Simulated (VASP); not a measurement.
# BN in VASP: a series of runs

The runs below take BN through single point, relaxation of the atoms, with PBE+D3(BJ).

Everything below comes from runs of VASP 6.6.1. Logs are shortened: lines on timing, memory, paths and dates and some standing lists are left out, and cuts for length are marked.

## 1. The cell of the first run

The cell holds a slab with vacuum, 4 atoms: a = 2.509 Å, b = 2.509 Å, c = 17.500 Å, α = 90.00°, β = 90.00°, γ = 120.00°.

## 2. Single point, PBE+D3(BJ)

Contents of INCAR:

```
SYSTEM = BN
PREC = Accurate ; ENCUT = 520
EDIFF = 1E-6 ; ISMEAR = 0
SIGMA = 0.05 ; LREAL = .False.
LASPH = .True. ; NELM = 60
ALGO = Normal ; ISIF = 2
LWAVE = .False. ; LCHARG = .False.
LDIPOL = .True. ; IDIPOL = 3
DIPOL = 0.5 0.5 0.361 ; GGA = PE
IVDW = 12 ; NBANDS = 16
```

Contents of KPOINTS:

```
Automatic mesh
0
Gamma
  12 12 1
  0 0 0
```

Contents of POSCAR:

```
BN
1.0
    2.5087623753      0.0000000000      0.0000000000
   -1.2543811876      2.1726519491      0.0000000000
    0.0000000000      0.0000000000     17.5000000000
B N
2 2
Direct
    0.0000000000      0.0000000000      0.2571428571
    0.0000000000      0.0000000000      0.4641411559
    0.6666666667      0.3333333333      0.2571284216
    0.6666666667      0.3333333333      0.4641645703
```

Potentials or basis: VASP PAW PBE potentials, release 64 (B, N).

Started as:

```sh
> cat potpaw_PBE.64/B/POTCAR potpaw_PBE.64/N/POTCAR > POTCAR
> mpirun -np 1 vasp_std > vasp.out
```

OUTCAR:

```text
SYSTEM = BN
   PREC = Accurate
   ENCUT = 520
   EDIFF = 1E-6
   ISMEAR = 0
   LREAL = .False.
   LASPH = .True.
   NELM = 60
   ISIF = 2
   GGA = PE
   IVDW = 12
 IVDW          = 12

 ion  position               nearest neighbor table
   1  0.000  0.000  0.257-   3 1.45   3 1.45   3 1.45
   2  0.000  0.000  0.464-   4 1.45   4 1.45   4 1.45
   3  0.667  0.333  0.257-   1 1.45   1 1.45   1 1.45
   4  0.667  0.333  0.464-   2 1.45   2 1.45   2 1.45

  LATTYP: Found a hexagonal cell.
 ALAT       =     2.5087623753
 C/A-ratio  =     6.9755510415

  Lattice vectors:

 A1 = (   2.5087623753,   0.0000000000,   0.0000000000)
 A2 = (  -1.2543811876,   2.1726519491,   0.0000000000)
 A3 = (   0.0000000000,   0.0000000000,  17.5000000000)

Analysis of symmetry for initial positions (statically):
=====================================================================
 Subroutine PRICEL returns:
 Original cell was already a primitive cell.

 Routine SETGRP: Setting up the symmetry group for a
 hexagonal supercell.

 Subroutine GETGRP returns: Found 12 space group operations
 (whereof  6 operations were pure point group operations)
 out of a pool of 24 trial point group operations.

The static configuration has the point symmetry C_3v.
 The point group associated with its full space group is D_3h.

Analysis of symmetry for dynamics (positions and initial velocities):
=====================================================================
 Subroutine PRICEL returns:
 Original cell was already a primitive cell.

 Routine SETGRP: Setting up the symmetry group for a
 hexagonal supercell.

 Subroutine GETGRP returns: Found 12 space group operations
 (whereof  6 operations were pure point group operations)
 out of a pool of 24 trial point group operations.

The dynamic configuration has the point symmetry C_3v.
 The point group associated with its full space group is D_3h.

 Subroutine INISYM returns: Found 12 space group operations
 (whereof  6 operations are pure point group operations),
 and found     1 'primitive' translations

----------------------------------------------------------------------------------------

                                     Primitive cell

  volume of cell :      95.3867

  direct lattice vectors                    reciprocal lattice vectors
     2.508762375  0.000000000  0.000000000     0.398602917  0.230133501  0.000000000
    -1.254381188  2.172651949  0.000000000     0.000000000  0.460267002  0.000000000
     0.000000000  0.000000000 17.500000000     0.000000000  0.000000000  0.057142857

  length of vectors
     2.508762375  2.508762375 17.500000000     0.460267002  0.460267002  0.057142857

  position of ions in fractional coordinates (direct lattice)
     0.000000000  0.000000000  0.257142857
     0.000000000  0.000000000  0.464141156
     0.666666667  0.333333333  0.257128422
     0.666666667  0.333333333  0.464164570

  ion indices of the primitive-cell ions
   primitive index   ion index
                 1           1
                 2           2
                 3           3
                 4           4

----------------------------------------------------------------------------------------

 KPOINTS: Automatic mesh

Automatic generation of k-mesh.
 Grid dimensions read from file:
 generate k-points for:   12   12    1

 Generating k-lattice:

  Cartesian coordinates                     Fractional coordinates (reciprocal lattice)
     0.033216910  0.019177792  0.000000000     0.083333333 -0.000000000  0.000000000
     0.000000000  0.038355584  0.000000000     0.000000000  0.083333333  0.000000000
     0.000000000  0.000000000  0.057142857     0.000000000  0.000000000  1.000000000

  Length of vectors
     0.038355584  0.038355584  0.057142857

  Shift w.r.t. Gamma in fractional coordinates (k-lattice)
     0.000000000  0.000000000  0.000000000

 Subroutine IBZKPT returns following result:
 ===========================================

 Found     19 irreducible k-points:

 Following reciprocal coordinates:
            Coordinates               Weight
  0.000000  0.000000  0.000000      1.000000
  0.083333  0.000000  0.000000      6.000000
  0.166667 -0.000000  0.000000      6.000000
  0.250000 -0.000000  0.000000      6.000000
  0.333333 -0.000000  0.000000      6.000000
  0.416667  0.000000  0.000000      6.000000
[... 11 lines left out ...]
  0.333333  0.250000  0.000000     12.000000
  0.333333  0.333333  0.000000      2.000000
   k-points           NKPTS =     19   k-points in BZ     NKDIM =     19   number of bands    NBANDS=     16
   number of dos      NEDOS =    301   number of ions     NIONS =      4
   total plane-waves  NPLWV =  56000
   dimension x,y,z NGX =    20 NGY =   20 NGZ =  140
   dimension x,y,z NGXF=    40 NGYF=   40 NGZF=  280
   ions per type =               2   2
   NGX,Y,Z   is equivalent  to a cutoff of  13.25, 13.25, 13.30 a.u.
   NGXF,Y,Z  is equivalent  to a cutoff of  26.51, 26.51, 26.60 a.u.
 SYSTEM =  BN
   PREC   = accura    normal or accurate (medium, high low for compatibility)
   ISTART =      0    job   : 0-new  1-cont  2-samecut
   ICHARG =      2    charge: 1-file 2-atom 10-const
   ISPIN  =      1    spin polarized calculation?
   LNONCOLLINEAR =      F non collinear calculations
   LSORBIT =      F    spin-orbit coupling
   LASPH  =      T    aspherical Exc in radial PAW
   ENCUT  =  520.0 eV  38.22 Ry    6.18 a.u.   4.66  4.66 32.54*2*pi/ulx,y,z
   NELM   =     60;   NELMIN=  2; NELMDL= -5     # of ELM steps
   EDIFF  = 0.1E-05   stopping-criterion for ELM
   LREAL  =      F    real-space projection
   EDIFFG = 0.1E-04   stopping-criterion for IOM
   NSW    =      0    number of steps for IOM
   IBRION =     -1    ionic relax: 0-MD 1-quasi-New 2-CG
   NFREE  =      0    steps in history (QN), initial steepest desc. (CG)
   ISIF   =      2    stress and relaxation
   ISYM   =      2    0-nonsym 1-usesym 2-fastsym
   POTIM  = 0.5000    time-step for ionic-motion
   TEBEG  =    0.0;   TEEND  =   0.0 temperature during run
   PSTRESS=    0.0 pullay stress
   NELECT =      16.0000    total number of electrons
   NUPDOWN=      -1.0000    fix difference up-down
   EMIN   =  10.00;   EMAX   =-10.00  energy-range for DOS
   EFERMI =   0.00;   METHOD = LEGACY
   ISMEAR =     0;   SIGMA  =   0.05  broadening in eV -4-tet -1-fermi 0-gaus
   EFERMI_NEDOS =   21; number of points for ismear=-14 and -15
   IALGO  =     38    algorithm
   IMIX   =      4    mixing-type and parameters
     AMIX     =   0.40;   BMIX     =  1.00
     AMIX_MAG =   1.60;   BMIX_MAG =  1.00
  volume/ion in A,a.u.               =      23.85       160.93
  Fermi-wavevector in a.u.,A,eV,Ry     =   0.902857  1.706152 11.090797  0.815151
  Thomas-Fermi vector in A             =   2.026112
   LORBIT       =      0    0 simple, 1 ext, 2 COOP (PROOUT), +10 PAW based schemes
   GGA     = PE    functional components
   LHFCALC =     F    Hartree Fock is set to
   AEXX    =    0.0000 exact exchange contribution
   IVDW    =    12    specifies the selected vdW correction
   LEPSILON=     F    determine dielectric tensor
   LRPA    =     F    only Hartree local field effects (RPA)
 non-spin polarized calculation
 Gauss-broadening in eV      SIGMA  =   0.05
  energy-cutoff  :      520.00
  volume of cell :       95.39
 maximum number of plane-waves:      2588
 NGX is ok and might be reduce to    20
   NGX =  9   NGY =  9   NGZ = 65

 dipolmoment           0.000000      0.000000      0.000000 electrons x Angstroem

 number of electron      16.0000000 magnetization

 dipolmoment           0.000000      0.000000     -0.000742 electrons x Angstroem

 Free energy of the ion-electron system (eV)
  ---------------------------------------------------
  ext. energy  EPLUGINS =         0.00000000
  ---------------------------------------------------
  free energy    TOTEN  =       -35.18326174 eV

  energy without entropy =      -35.18326174  energy(sigma->0) =      -35.18326174

 E-fermi :  -2.3405     XC(G=0):  -4.3539

 val. band max:       -2.6019544975   @ k =   0.3333   0.3333   0.0000
 cond. band min:       1.5494015830   @ k =   0.3333   0.3333   0.0000
 fundamental gap:      4.1513560805
 Fermi energy:        -2.3404832935

 k-point     1 :       0.0000    0.0000    0.0000
  band No.  band energies     occupation
      1     -20.4267      2.00000
      2     -20.3520      2.00000
      3      -8.3103      2.00000
      4      -7.6310      2.00000
      5      -4.1045      2.00000
      6      -4.1045      2.00000
[... 8 lines left out ...]
     15       8.5033      0.00000
     16       8.7718      0.00000

 k-point     2 :       0.0833    0.0000    0.0000
  band No.  band energies     occupation
      1     -20.2930      2.00000
      2     -20.2195      2.00000
      3      -8.1287      2.00000
      4      -7.4560      2.00000
      5      -4.6657      2.00000
      6      -4.6446      2.00000
[... 8 lines left out ...]
     15       8.5224      0.00000
     16       8.6842      0.00000

 k-point     3 :       0.1667   -0.0000    0.0000
  band No.  band energies     occupation
      1     -19.8993      2.00000
      2     -19.8294      2.00000
      3      -7.5922      2.00000
      4      -6.9409      2.00000
      5      -6.0779      2.00000
      6      -6.0437      2.00000
[... 8 lines left out ...]
     15       8.2971      0.00000
     16       8.5146      0.00000
[... 267 lines left out ...]
 k-point    18 :       0.3333    0.2500    0.0000
  band No.  band energies     occupation
      1     -16.9524      2.00000
      2     -16.9151      2.00000
      3     -10.8777      2.00000
      4     -10.8224      2.00000
      5      -9.2533      2.00000
      6      -9.2016      2.00000
[... 8 lines left out ...]
     15      11.0339      0.00000
     16      11.5723      0.00000

 k-point    19 :       0.3333    0.3333    0.0000
  band No.  band energies     occupation
      1     -16.7587      2.00000
      2     -16.7239      2.00000
      3     -10.6521      2.00000
      4     -10.6109      2.00000
      5      -9.9478      2.00000
      6      -9.8772      2.00000
[... 8 lines left out ...]
     15      11.6441      0.00000
     16      12.3505      0.00000

------------------------ aborting loop because EDIFF is reached ----------------------------------------

 vacuum level on the upper side and lower side of the slab       (xc-potential included)        -0.174        -0.149

 Edisp (eV)   -0.39981

 E8    (eV) :    -0.1222

  FORCE on cell =-STRESS in cart. coord.  units (eV):
  Direction    XX          YY          ZZ          XY          YZ          ZX
  --------------------------------------------------------------------------------------
  -------------------------------------------------------------------------------------
  Total      -0.08902    -0.08902    -0.04123    -0.00000    -0.00000     0.00000
  in kB      -1.49530    -1.49530    -0.69248    -0.00000    -0.00000     0.00000
  external pressure =       -1.23 kB  Pullay stress =        0.00 kB

 VOLUME and BASIS-vectors are now :
 -----------------------------------------------------------------------------
  energy-cutoff  :      520.00
  volume of cell :       95.39
      direct lattice vectors                 reciprocal lattice vectors
     2.508762375  0.000000000  0.000000000     0.398602917  0.230133501  0.000000000
    -1.254381188  2.172651949  0.000000000     0.000000000  0.460267002  0.000000000
     0.000000000  0.000000000 17.500000000     0.000000000  0.000000000  0.057142857

 POSITION                                       TOTAL-FORCE (eV/Angst)
 -----------------------------------------------------------------------------------
      0.00000      0.00000      4.50000         0.000000     -0.000000      0.001928
      0.00000      0.00000      8.12247         0.000000     -0.000000     -0.001928
      1.25438      0.72422      4.49975        -0.000000      0.000000     -0.001689
      1.25438      0.72422      8.12288        -0.000000      0.000000      0.001689
 -----------------------------------------------------------------------------------
    total drift:                               -0.000003      0.000001     -0.208606

  FREE ENERGIE OF THE ION-ELECTRON SYSTEM (eV)
  ---------------------------------------------------
  free  energy   TOTEN  =       -35.5830695441 eV

  energy  without entropy=      -35.5830695441  energy(sigma->0) =      -35.58306954

 vacuum level on the upper side and lower side of the slab         2.974         3.000
```

Run time: 67 s. Hardware: 1 thread of Intel Xeon 8259CL, shared host; peak memory 0.23 GiB.

What came out:

```yaml
Free_energy: -35.5831 eV
Band_gap_on_the_k_mesh: 4.15 eV
Dispersion_energy_per_atom: -0.100 eV
```

Levels at points of the mesh, in eV from the valence-band top:
| k point | band 4 | band 5 | band 6 | band 7 | band 8 | band 9 | band 10 | band 11 | band 12 | band 13 |
| --- | --- | --- | --- | --- | --- | --- | --- | --- | --- | --- |
| (0.00, 0.00, 0.00) | -5.03 | -1.50 | -1.50 | -1.49 | -1.49 | 4.56 | 5.16 | 5.97 | 7.33 | 7.82 |
| (0.50, 0.00, 0.00) | -8.98 | -4.29 | -4.27 | -1.25 | -0.86 | 4.20 | 5.07 | 9.33 | 9.80 | 12.23 |

[end of part 1 of 2]
